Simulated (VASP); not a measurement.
# KI (Fm-3m) in VASP: notebook, part 2 of 2

VASP 6.6.1. The steps go on from the part before.

## 4. Single point, r2SCAN

POSCAR reads:

```
KI
1.0
    0.0000000000      3.5442847980      3.5442847980
    3.5442847980      0.0000000000      3.5442847980
    3.5442847980      3.5442847980      0.0000000000
K I
1 1
Direct
    0.0000000000      0.0000000000      0.0000000000
    0.5000000000      0.5000000000      0.5000000000
```

INCAR.step1 reads:

```
SYSTEM = KI
PREC = Accurate
ENCUT = 520
ISMEAR = -1
SIGMA = 0.02
LREAL = .FALSE.
LASPH = .TRUE.
NELM = 60
NBANDS = 15
GGA = PE
ALGO = Normal
EDIFF = 1E-4
LWAVE = .TRUE.
LCHARG = .FALSE.
```

INCAR.step2 reads:

```
SYSTEM = KI
PREC = Accurate
ENCUT = 520
EDIFF = 1E-6
ISMEAR = -1
SIGMA = 0.02
LREAL = .FALSE.
LASPH = .TRUE.
NELM = 60
ALGO = Normal
ISIF = 2
LWAVE = .FALSE.
LCHARG = .FALSE.
METAGGA = R2SCAN
LMIXTAU = .TRUE.
NBANDS = 15
ISTART = 1
```

KPOINTS reads:

```
regular mesh
0
G
  6 6 6
  0 0 0
```

Potentials or basis: VASP PAW PBE potentials, release 64 (K_sv, I).

On the command line:

```sh
$ cat potpaw_PBE.64/K_sv/POTCAR potpaw_PBE.64/I/POTCAR > POTCAR
$ cp INCAR.step1 INCAR
$ mpirun -np 1 vasp_std > vasp.out
$ cp INCAR.step2 INCAR
$ mpirun -np 1 vasp_std > vasp.out
```

OUTCAR:

```text
SYSTEM = KI
   PREC = Accurate
   ENCUT = 520
   EDIFF = 1E-6
   ISMEAR = -1
   LREAL = .FALSE.
   LASPH = .TRUE.
   NELM = 60
   ISIF = 2
   METAGGA = R2SCAN
   ISTART = 1

 ion  position               nearest neighbor table
   1  0.000  0.000  0.000-   2 3.54   2 3.54   2 3.54   2 3.54   2 3.54   2 3.54
   2  0.500  0.500  0.500-   1 3.54   1 3.54   1 3.54   1 3.54   1 3.54   1 3.54

  LATTYP: Found a face centered cubic cell.
 ALAT       =     7.0885695960

  Lattice vectors:

 A1 = (   0.0000000000,   3.5442847980,   3.5442847980)
 A2 = (   3.5442847980,   0.0000000000,   3.5442847980)
 A3 = (   3.5442847980,   3.5442847980,   0.0000000000)

Analysis of symmetry for initial positions (statically):
=====================================================================
 Subroutine PRICEL returns:
 Original cell was already a primitive cell.

 Routine SETGRP: Setting up the symmetry group for a
 face centered cubic supercell.

 Subroutine GETGRP returns: Found 48 space group operations
 (whereof 48 operations were pure point group operations)
 out of a pool of 48 trial point group operations.

The static configuration has the point symmetry O_h .

Analysis of symmetry for dynamics (positions and initial velocities):
=====================================================================
 Subroutine PRICEL returns:
 Original cell was already a primitive cell.

 Routine SETGRP: Setting up the symmetry group for a
 face centered cubic supercell.

 Subroutine GETGRP returns: Found 48 space group operations
 (whereof 48 operations were pure point group operations)
 out of a pool of 48 trial point group operations.

The dynamic configuration has the point symmetry O_h .

 Subroutine INISYM returns: Found 48 space group operations
 (whereof 48 operations are pure point group operations),
 and found     1 'primitive' translations

----------------------------------------------------------------------------------------

                                     Primitive cell

  volume of cell :      89.0463

  direct lattice vectors                    reciprocal lattice vectors
     0.000000000  3.544284798  3.544284798    -0.141072185  0.141072185  0.141072185
     3.544284798  0.000000000  3.544284798     0.141072185 -0.141072185  0.141072185
     3.544284798  3.544284798  0.000000000     0.141072185  0.141072185 -0.141072185

  length of vectors
     5.012375630  5.012375630  5.012375630     0.244344192  0.244344192  0.244344192

  position of ions in fractional coordinates (direct lattice)
     0.000000000  0.000000000  0.000000000
     0.500000000  0.500000000  0.500000000

  ion indices of the primitive-cell ions
   primitive index   ion index
                 1           1
                 2           2

----------------------------------------------------------------------------------------

 KPOINTS: regular mesh

Automatic generation of k-mesh.
 Grid dimensions read from file:
 generate k-points for:    6    6    6

 Generating k-lattice:

  Cartesian coordinates                     Fractional coordinates (reciprocal lattice)
[... 31 lines left out ...]
 -0.333333  0.333333  0.166667     24.000000
 -0.333333  0.500000  0.166667     12.000000
   k-points           NKPTS =     16   k-points in BZ     NKDIM =     16   number of bands    NBANDS=     15
   number of dos      NEDOS =    301   number of ions     NIONS =      2
   total plane-waves  NPLWV =  64000
   dimension x,y,z NGX =    40 NGY =   40 NGZ =   40
   dimension x,y,z NGXF=    80 NGYF=   80 NGZF=   80
   ions per type =               1   1
   NGX,Y,Z   is equivalent  to a cutoff of  13.27, 13.27, 13.27 a.u.
   NGXF,Y,Z  is equivalent  to a cutoff of  26.53, 26.53, 26.53 a.u.
 SYSTEM =  KI
   PREC   = accura    normal or accurate (medium, high low for compatibility)
   ISTART =      1    job   : 0-new  1-cont  2-samecut
   ICHARG =      0    charge: 1-file 2-atom 10-const
   ISPIN  =      1    spin polarized calculation?
   LNONCOLLINEAR =      F non collinear calculations
   LSORBIT =      F    spin-orbit coupling
   LASPH  =      T    aspherical Exc in radial PAW
   ENCUT  =  520.0 eV  38.22 Ry    6.18 a.u.   9.32  9.32  9.32*2*pi/ulx,y,z
   NELM   =     60;   NELMIN=  2; NELMDL=  0     # of ELM steps
   EDIFF  = 0.1E-05   stopping-criterion for ELM
   LREAL  =      F    real-space projection
   EDIFFG = 0.1E-04   stopping-criterion for IOM
   NSW    =      0    number of steps for IOM
   IBRION =     -1    ionic relax: 0-MD 1-quasi-New 2-CG
   NFREE  =      0    steps in history (QN), initial steepest desc. (CG)
   ISIF   =      2    stress and relaxation
   ISYM   =      2    0-nonsym 1-usesym 2-fastsym
   POTIM  = 0.5000    time-step for ionic-motion
   TEBEG  =    0.0;   TEEND  =   0.0 temperature during run
   PSTRESS=    0.0 pullay stress
   NELECT =      16.0000    total number of electrons
   NUPDOWN=      -1.0000    fix difference up-down
   EMIN   =  10.00;   EMAX   =-10.00  energy-range for DOS
   EFERMI =   0.00;   METHOD = LEGACY
   ISMEAR =    -1;   SIGMA  =   0.02  broadening in eV -4-tet -1-fermi 0-gaus
   EFERMI_NEDOS =   21; number of points for ismear=-14 and -15
   IALGO  =     38    algorithm
   IMIX   =      4    mixing-type and parameters
     AMIX     =   0.40;   BMIX     =  1.00
     AMIX_MAG =   1.60;   BMIX_MAG =  1.00
  volume/ion in A,a.u.               =      44.52       300.46
  Fermi-wavevector in a.u.,A,eV,Ry     =   0.923796  1.745722 11.611206  0.853400
  Thomas-Fermi vector in A             =   2.049472
   LORBIT       =      0    0 simple, 1 ext, 2 COOP (PROOUT), +10 PAW based schemes
   METAGGA = R2SCAN    functional components
   LHFCALC =     F    Hartree Fock is set to
   AEXX    =    0.0000 exact exchange contribution
   IVDW    =     0    specifies the selected vdW correction
   LEPSILON=     F    determine dielectric tensor
   LRPA    =     F    only Hartree local field effects (RPA)
 non-spin polarized calculation
  energy-cutoff  :      520.00
  volume of cell :       89.05
 maximum number of plane-waves:      2424
 NGX is ok and might be reduce to    40
   NGX = 19   NGY = 19   NGZ = 19

 number of electron      15.9999999 magnetization

 Free energy of the ion-electron system (eV)
  ---------------------------------------------------
  ext. energy  EPLUGINS =         0.00000000
  ---------------------------------------------------
  free energy    TOTEN  =       -33.98433489 eV

  energy without entropy =      -33.98433489  energy(sigma->0) =      -33.98433489

 E-fermi :  -0.2847     XC(G=0):  -7.4770

 val. band max:       -0.8055012691   @ k =   0.0000   0.0000   0.0000
 cond. band min:       3.7773828126   @ k =   0.0000   0.0000   0.0000
 fundamental gap:      4.5828840817
 Fermi energy:        -0.2847430290

 k-point     1 :       0.0000    0.0000    0.0000
  band No.  band energies     occupation
      1     -30.4812      2.00000
      2     -13.1950      2.00000
      3     -13.1950      2.00000
      4     -13.1950      2.00000
      5     -11.6033      2.00000
      6      -0.8055      2.00000
      7      -0.8055      2.00000
      8      -0.8055      2.00000
      9       3.7774      0.00000
     10       6.2478      0.00000
     11       6.2478      0.00000
     12       6.2478      0.00000
     13       7.0924      0.00000
     14       7.0924      0.00000
[... 257 lines left out ...]
      2     -13.2354      2.00000
      3     -13.2309      2.00000
      4     -13.2184      2.00000
      5     -11.4100      2.00000
      6      -1.6802      2.00000
      7      -1.3686      2.00000
      8      -1.3372      2.00000
      9       5.3344      0.00000
     10       6.2983      0.00000
     11       7.1382      0.00000
     12       8.2662      0.00000
     13       8.4894      0.00000
     14       9.5522      0.00000
     15       9.9869      0.00000

------------------------ aborting loop because EDIFF is reached ----------------------------------------

  FORCE on cell =-STRESS in cart. coord.  units (eV):
  Direction    XX          YY          ZZ          XY          YZ          ZX
  --------------------------------------------------------------------------------------
  -------------------------------------------------------------------------------------
  Total        0.0123703      0.0123703      0.0123703     -0.0000000      0.0000000     -0.0000000
  in kB        0.2225735      0.2225735      0.2225735     -0.0000000      0.0000000     -0.0000000
  external PRESSURE =       0.2225735 kB  Pullay stress =       0.0000000 kB

 VOLUME and BASIS-vectors are now :
 -----------------------------------------------------------------------------
  energy-cutoff  :      520.00
  volume of cell :       89.05
      direct lattice vectors                 reciprocal lattice vectors
     0.000000000  3.544284798  3.544284798    -0.141072185  0.141072185  0.141072185
     3.544284798  0.000000000  3.544284798     0.141072185 -0.141072185  0.141072185
     3.544284798  3.544284798  0.000000000     0.141072185  0.141072185 -0.141072185

 POSITION                                       TOTAL-FORCE (eV/Angst)
 -----------------------------------------------------------------------------------
      0.00000      0.00000      0.00000        -0.000000     -0.000000     -0.000000
      3.54428      3.54428      3.54428         0.000000      0.000000      0.000000
 -----------------------------------------------------------------------------------
    total drift:                                0.000000     -0.000000     -0.000000

  FREE ENERGIE OF THE ION-ELECTRON SYSTEM (eV)
  ---------------------------------------------------
  free  energy   TOTEN  =       -33.9843348901 eV

  energy  without entropy=      -33.9843348901  energy(sigma->0) =      -33.98433489
```

OSZICAR.step1:

```text
N       E                     dE             d eps       ncg     rms          rms(c)
DAV:   1     0.898266595145E+02    0.89827E+02   -0.64503E+03   480   0.906E+02
DAV:   2    -0.319096034463E+00   -0.90146E+02   -0.83866E+02   622   0.212E+02
DAV:   3    -0.541218840676E+01   -0.50931E+01   -0.50704E+01   656   0.438E+01
DAV:   4    -0.563924683713E+01   -0.22706E+00   -0.22700E+00   801   0.831E+00
DAV:   5    -0.564179596786E+01   -0.25491E-02   -0.25491E-02   656   0.896E-01    0.300E+00
DAV:   6    -0.555763525523E+01    0.84161E-01   -0.95658E-02   627   0.179E+00    0.215E+00
DAV:   7    -0.555348303684E+01    0.41522E-02   -0.11339E-01   641   0.168E+00    0.783E-01
DAV:   8    -0.555875479777E+01   -0.52718E-02   -0.11913E-02   516   0.705E-01    0.130E-01
DAV:   9    -0.555925143677E+01   -0.49664E-03   -0.92457E-04   655   0.178E-01    0.790E-02
DAV:  10    -0.555936806015E+01   -0.11662E-03   -0.10877E-04   460   0.583E-02    0.214E-02
DAV:  11    -0.555941954801E+01   -0.51488E-04   -0.65388E-05   442   0.476E-02
   1 F= -.55594195E+01 E0= -.55594195E+01  d E =-.920543E-11
```

Wall time 84 s (1 thread of Intel Xeon Platinum 8488C (Sapphire Rapids), shared host); peak memory 0.26 GiB.

What came out:

* Free energy: -33.9843 eV
* Pressure: 0.0 GPa
* Band gap on the k mesh: 4.58 eV, direct

Caveat: the PAW data sets were made with another functional, which shifts forces and pressure a little; spin-orbit coupling is left out, which moves the levels of the heavy elements. r2SCAN opens gaps a little over a GGA but as a rule still falls short of measured ones.

## 5. Overview

| level | k mesh | smearing | gap on the mesh (eV) | pressure (GPa) |
| --- | --- | --- | --- | --- |
| PBE | 4 × 4 × 4 | gaussian 0.01 eV | 3.94 | 0.5 |
| PBE | 6 × 6 × 6 | fermi-dirac 0.02 eV | 3.94 | 0.5 |
| r2SCAN | 6 × 6 × 6 | fermi-dirac 0.02 eV | 4.58 | 0.0 |

Alike in all rows: task single point; potentials or basis VASP PAW PBE potentials, release 64 (K_sv, I); no spin polarisation; cell a = 5.012 Å, angles 60.0°, 2 atoms; cutoff (eV) 520.

On the cell as given the gap runs from 3.94 eV (PBE) to 4.58 eV (r2SCAN); the meshes differ, which moves gaps too. The pressure there spans 0.0 GPa (r2SCAN) to 0.5 GPa (PBE); a positive pressure means that this level wants a larger cell, a negative one a smaller.

Caveats: spin-orbit coupling is left out, which moves the levels of the heavy elements; the PAW data sets were made with another functional, which shifts forces and pressure a little (some runs).

Absolute energies hang on the potentials; compare differences alone.
